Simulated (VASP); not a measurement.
# HfO2 (P1) in VASP: further runs

HfO2 is run at these levels: PBE; tasks: single point.

All numbers are computed with VASP 6.6.1; they aren't measurements. Logs are shortened: lines on timing, memory, paths and dates and some standing lists are left out, and cuts for length are marked.

**1. The cell of the first run**

The typed cell holds 24 atoms: a = 7.233 Å, b = 7.233 Å, c = 7.233 Å, α = 60.00°, β = 60.00°, γ = 60.00°.

**2. Single point, PBE**

INCAR

```
PREC = Accurate ; ENCUT = 520
EDIFF = 1E-6 ; ISMEAR = -1
SIGMA = 0.0517 ; LREAL = Auto
LASPH = T ; NELM = 80
ALGO = Normal ; ISIF = 2
LWAVE = F ; LCHARG = F
GGA = PE ; NBANDS = 106
```

KPOINTS

```
Automatic mesh
0
Gamma
  2 2 2
  0.5 0.5 0.5
```

POSCAR

```
HfO2
1.0
   -5.1145472327      5.1145472327      0.0000000000
   -5.1145472327      0.0000000000      5.1145472327
    0.0000000000      5.1145472327      5.1145472327
Hf O
8 16
Direct
    0.9848616644      1.0104461382      0.5035128982
    0.5091520093      0.9990753370      0.4851234894
    1.0066196020      0.4994179120      0.4975667218
    0.9955904733      0.9862091932      0.0017818782
    0.4983475338      0.5099700680      0.4935187584
    0.5023836682      1.0145044642      0.0137288790
    1.0038012685      0.4776522513      0.0177243451
    0.5045430969      0.5125897525     -0.0137000397
    0.8885357380      0.8811290218      0.3485358369
    0.4056578042      0.8553955611      0.3728097353
    0.8359142668      0.4035416834      0.3798525875
    0.8823330384      0.8718955554      0.8886596982
    0.4047437448      0.3765058591      0.3723940582
    0.3362703328      0.8762336715      0.8799280357
    0.8807339721      0.3418966373      0.8957616953
    0.3872612589      0.3633500514      0.8411853101
    0.6314029088      0.6205550278      0.1099985931
    0.1637172289      0.5834323869      0.1228268059
    0.6036997723      0.1348068497      0.1166183384
    0.6514899264      0.6097268943      0.6389889176
    0.1367905052      0.1238362794      0.1488115107
    0.1072662887      0.6437155334      0.6133881177
    0.6545404408      0.0812893070      0.6141149660
    0.1146571677      0.1542641927      0.5761590158
```

Potentials or basis: VASP PAW PBE potentials, release 64 (Hf_pv, O).

Started as:

```bash
$ cat potpaw_PBE.64/Hf_pv/POTCAR potpaw_PBE.64/O/POTCAR > POTCAR
$ mpirun -np 1 vasp_std > vasp.out
```

OUTCAR:

```text
PREC = Accurate
   ENCUT = 520
   EDIFF = 1E-6
   ISMEAR = -1
   LREAL = Auto
   LASPH = T
   NELM = 80
   ISIF = 2
   GGA = PE

 ion  position               nearest neighbor table
   1  0.985  0.010  0.504-  23 1.97  24 2.06  21 2.11  22 2.17   9 2.26  12 2.28  11 2.32  10 2.49
                             7 3.45   2 3.55   4 3.56   5 3.57   6 3.60   3 3.60   3 3.64   6 3.65
   2  0.509  0.999  0.485-  23 2.12  10 2.13  19 2.18  13 2.24   9 2.24  20 2.31  24 2.34  14 2.35
                             6 3.38   4 3.51   5 3.55   1 3.55   8 3.57   3 3.61   3 3.63   8 3.66
   3  0.007  0.499  0.498-  24 2.06  20 2.10  22 2.14  18 2.23   9 2.26  11 2.29  13 2.35  15 2.36
                             4 3.56   7 3.56   5 3.58   8 3.58   1 3.60   2 3.61   2 3.63   1 3.64
   4  0.996  0.986  0.002-  12 2.01  14 2.01   9 2.05  15 2.10  19 2.32  18 2.39  21 2.52  24 2.52
                             6 3.43   2 3.51   3 3.56   1 3.56   8 3.56   7 3.59   7 3.64   1 3.68
   5  0.498  0.510  0.494-  11 1.99  10 2.05  13 2.06  16 2.06  17 2.27  22 2.31  20 2.36  23 2.54
                             2 3.55   7 3.55   6 3.56   1 3.57   3 3.58   8 3.60   8 3.64   3 3.65
   6  0.502  0.015  0.014-  19 1.92  16 2.10  10 2.14  21 2.16  12 2.25  17 2.34  23 2.40  14 2.59
                             2 3.38   4 3.43   7 3.48   8 3.52   5 3.56   1 3.60   1 3.65   5 3.68
   7  0.004  0.478  0.018-  21 2.10  11 2.17  18 2.20  17 2.21  15 2.25  16 2.29  12 2.33  22 2.40
                             1 3.45   6 3.48   5 3.55   3 3.56   4 3.59   8 3.61   8 3.64   4 3.64
   8  0.505  0.513  0.986-  18 2.03  20 2.06  17 2.12  14 2.17  19 2.24  15 2.24  13 2.29  16 2.43
                             6 3.52   4 3.56   2 3.57   3 3.58   5 3.60   7 3.61   5 3.64   7 3.64
   9  0.889  0.881  0.349-   4 2.05   2 2.24   1 2.26   3 2.26
  10  0.406  0.855  0.373-   5 2.05   2 2.13   6 2.14   1 2.49
  11  0.836  0.404  0.380-   5 1.99   7 2.17   3 2.29   1 2.32
  12  0.882  0.872  0.889-   4 2.01   6 2.25   1 2.28   7 2.33
  13  0.405  0.377  0.372-   5 2.06   2 2.24   8 2.29   3 2.35
  14  0.336  0.876  0.880-   4 2.01   8 2.17   2 2.35   6 2.59
[... 8 lines left out ...]
  23  0.655  0.081  0.614-   1 1.97   2 2.12   6 2.40   5 2.54
  24  0.115  0.154  0.576-   3 2.06   1 2.06   2 2.34   4 2.52

  LATTYP: Found a face centered cubic cell.
 ALAT       =    10.2290944654

  Lattice vectors:

 A1 = (  -5.1145472327,   5.1145472327,   0.0000000000)
 A2 = (  -5.1145472327,   0.0000000000,   5.1145472327)
 A3 = (   0.0000000000,   5.1145472327,   5.1145472327)

Analysis of symmetry for initial positions (statically):
=====================================================================
 Subroutine PRICEL returns:
 Original cell was already a primitive cell.

 Routine SETGRP: Setting up the symmetry group for a
 face centered cubic supercell.

 Subroutine GETGRP returns: Found  1 space group operations
 (whereof  1 operations were pure point group operations)
 out of a pool of 48 trial point group operations.

[... 162 lines left out ...]
   EMIN   =  10.00;   EMAX   =-10.00  energy-range for DOS
   EFERMI =   0.00;   METHOD = LEGACY
   ISMEAR =    -1;   SIGMA  =   0.05  broadening in eV -4-tet -1-fermi 0-gaus
   EFERMI_NEDOS =   21; number of points for ismear=-14 and -15
   IALGO  =     38    algorithm
   IMIX   =      4    mixing-type and parameters
     AMIX     =   0.40;   BMIX     =  1.00
     AMIX_MAG =   1.60;   BMIX_MAG =  1.00
  volume/ion in A,a.u.               =      11.15        75.24
  Fermi-wavevector in a.u.,A,eV,Ry     =   1.423733  2.690465 27.579219  2.027015
  Thomas-Fermi vector in A             =   2.544299
   LORBIT       =      0    0 simple, 1 ext, 2 COOP (PROOUT), +10 PAW based schemes
   GGA     = PE    functional components
   LHFCALC =     F    Hartree Fock is set to
   AEXX    =    0.0000 exact exchange contribution
   IVDW    =     0    specifies the selected vdW correction
   LEPSILON=     F    determine dielectric tensor
   LRPA    =     F    only Hartree local field effects (RPA)
 non-spin polarized calculation
  energy-cutoff  :      520.00
  volume of cell :      267.58
 maximum number of plane-waves:      7243
 NGX is ok and might be reduce to    54
   NGX = 27   NGY = 27   NGZ = 27

 number of electron     176.0000010 magnetization

 Free energy of the ion-electron system (eV)
  ---------------------------------------------------
  ext. energy  EPLUGINS =         0.00000000
  ---------------------------------------------------
  free energy    TOTEN  =      -240.87417546 eV

  energy without entropy =     -240.87417546  energy(sigma->0) =     -240.87417546

 E-fermi :   4.8723     XC(G=0): -11.6809

 val. band max:        3.5519486363   @ k =  -0.2500   0.5000   0.5000
 cond. band min:       7.8668419992   @ k =   0.0000   0.0000  -0.2500
 fundamental gap:      4.3148933629
 Fermi energy:         4.8722954260

 k-point     1 :       0.2500    0.2500    0.2500
  band No.  band energies     occupation
      1     -26.3317      2.00000
      2     -26.2536      2.00000
      3     -26.2342      2.00000
      4     -26.1777      2.00000
      5     -26.1412      2.00000
      6     -26.1028      2.00000
[... 1637 lines left out ...]
     99       9.1624      0.00000
    100       9.2429      0.00000
 [bands above 100 left out]

------------------------ aborting loop because EDIFF is reached ----------------------------------------

  FORCE on cell =-STRESS in cart. coord.  units (eV):
  Direction    XX          YY          ZZ          XY          YZ          ZX
  --------------------------------------------------------------------------------------
  -------------------------------------------------------------------------------------
  Total        0.6279576      4.3366824      0.9769255     -3.6100980      1.6387735     -0.6635902
  in kB        3.7600128     25.9666920      5.8495232    -21.6161324      9.8124610     -3.9733696
  external PRESSURE =      11.8587427 kB  Pullay stress =       0.0000000 kB

 VOLUME and BASIS-vectors are now :
 -----------------------------------------------------------------------------
  energy-cutoff  :      520.00
  volume of cell :      267.58
      direct lattice vectors                 reciprocal lattice vectors
    -5.114547233  5.114547233  0.000000000    -0.097760364  0.097760364 -0.097760364
    -5.114547233  0.000000000  5.114547233    -0.097760364 -0.097760364  0.097760364
     0.000000000  5.114547233  5.114547233     0.097760364  0.097760364  0.097760364

 POSITION                                       TOTAL-FORCE (eV/Angst)
 -----------------------------------------------------------------------------------
     -5.09055      7.61236      2.62867         0.372291      0.662837     -1.056708
     -7.71390      5.08527      7.59101        -0.190109      0.363327      1.226523
     -2.58815      2.57868      5.09912        -0.411518      0.389992      0.067791
    -10.13601      5.10111      5.05313        -1.038390      0.129888      0.421078
     -5.15709      5.07295      5.13239         0.720227     -0.877376     -0.401801
     -2.64365      2.63968      0.14440         1.785516     -1.355980     -2.756967
[... 16 lines left out ...]
     -3.76344      6.48860      3.55668         1.020228      0.283363      1.575704
     -1.37541      3.53321      3.73578        -0.414223      1.451329     -0.369804
 -----------------------------------------------------------------------------------
    total drift:                                0.002404      0.002472     -0.001892

  FREE ENERGIE OF THE ION-ELECTRON SYSTEM (eV)
  ---------------------------------------------------
  free  energy   TOTEN  =      -240.8741754604 eV

  energy  without entropy=     -240.8741754604  energy(sigma->0) =     -240.87417546
```

OSZICAR:

```text
N       E                     dE             d eps       ncg     rms          rms(c)
DAV:   1     0.121081097112E+04    0.12108E+04   -0.10020E+05  3392   0.167E+03
DAV:   2    -0.196649391581E+03   -0.14075E+04   -0.13525E+04  4168   0.436E+02
DAV:   3    -0.284952279500E+03   -0.88303E+02   -0.87759E+02  3960   0.981E+01
DAV:   4    -0.286544525464E+03   -0.15922E+01   -0.15869E+01  3952   0.141E+01
DAV:   5    -0.286581067704E+03   -0.36542E-01   -0.36480E-01  3904   0.188E+00    0.143E+02
DAV:   6    -0.241436214504E+03    0.45145E+02   -0.24376E+02  3848   0.448E+01    0.120E+02
DAV:   7    -0.240960192922E+03    0.47602E+00   -0.13334E+01  3952   0.130E+01    0.726E+01
DAV:   8    -0.240956197578E+03    0.39953E-02   -0.12894E+00  3848   0.439E+00    0.156E+01
DAV:   9    -0.240874694277E+03    0.81503E-01   -0.29388E-01  3712   0.211E+00    0.539E+00
DAV:  10    -0.240874071096E+03    0.62318E-03   -0.49187E-02  3952   0.742E-01    0.393E-01
DAV:  11    -0.240873691333E+03    0.37976E-03   -0.69293E-03  3872   0.315E-01    0.240E-01
DAV:  12    -0.240874119663E+03   -0.42833E-03   -0.13059E-03  3872   0.124E-01    0.141E-01
DAV:  13    -0.240874147884E+03   -0.28221E-04   -0.30522E-04  3848   0.654E-02    0.117E-01
DAV:  14    -0.240874166955E+03   -0.19071E-04   -0.40798E-05  3760   0.225E-02    0.206E-02
DAV:  15    -0.240874176363E+03   -0.94073E-05   -0.16489E-05  3896   0.140E-02    0.461E-02
DAV:  16    -0.240874175460E+03    0.90219E-06   -0.43111E-06  3248   0.901E-03
   1 F= -.24087418E+03 E0= -.24087418E+03  d E =-.132039E-10
```

stdout:

```text
POSCAR found type information on POSCAR HfO
 POSCAR found :  2 types and      24 ions
 scaLAPACK will be used
 LDA part: xc-table for (Slater+PW92), standard interpolation
 POSCAR, INCAR and KPOINTS ok, starting setup
 FFT: planning ... GRIDC
 FFT: planning ... GRID_SOFT
 FFT: planning ... GRID
 WAVECAR not read
 entering main loop
```

Wall time 13 min (1 thread of Intel Xeon Platinum 8488C (Sapphire Rapids), shared host); peak memory 0.56 GiB.

What came out:

- Free energy: -240.8742 eV
- Pressure: 1.2 GPa
- Largest force: 3.554 eV/Å
- Band gap on the k mesh: 4.31 eV (least direct gap 4.34 eV)

Forces on the atoms (eV/Å):
```
Hf   0.372  0.663 -1.057
Hf  -0.190  0.363  1.227
Hf  -0.412  0.390  0.068
Hf  -1.038  0.130  0.421
Hf   0.720 -0.877 -0.402
Hf   1.786 -1.356 -2.757
Hf  -0.061 -1.230  0.009
Hf  -0.578  1.290  0.472
O    0.759 -1.402 -1.128
O    0.201  0.424  0.279
O   -1.025  0.556 -1.524
O    0.028  0.170 -0.071
O    1.611  0.211 -0.097
O   -1.544 -0.292 -0.670
O   -0.898  0.798 -0.576
O    0.102 -0.164  0.528
O   -1.228 -1.274 -0.132
O    2.226 -0.733  0.750
O   -0.770  1.073  1.715
O   -0.626 -0.889  1.067
O   -0.498  0.044  0.302
O    0.455  0.371  0.370
O    1.020  0.283  1.576
O   -0.414  1.451 -0.370
```

Stress tensor (GPa, compression positive):
```
 0.38 -2.16 -0.40
-2.16  2.60  0.98
-0.40  0.98  0.58
```

Caveat: the atoms stand as in a frame of molecular dynamics; spin-orbit coupling is left out, which moves the levels of the heavy elements; a shifted mesh leaves out Γ, where band edges can lie; forces of over 1 eV/Å act on the atoms, so gaps and moduli don't describe the material at rest.

(Part 1 of 3 ends here.)
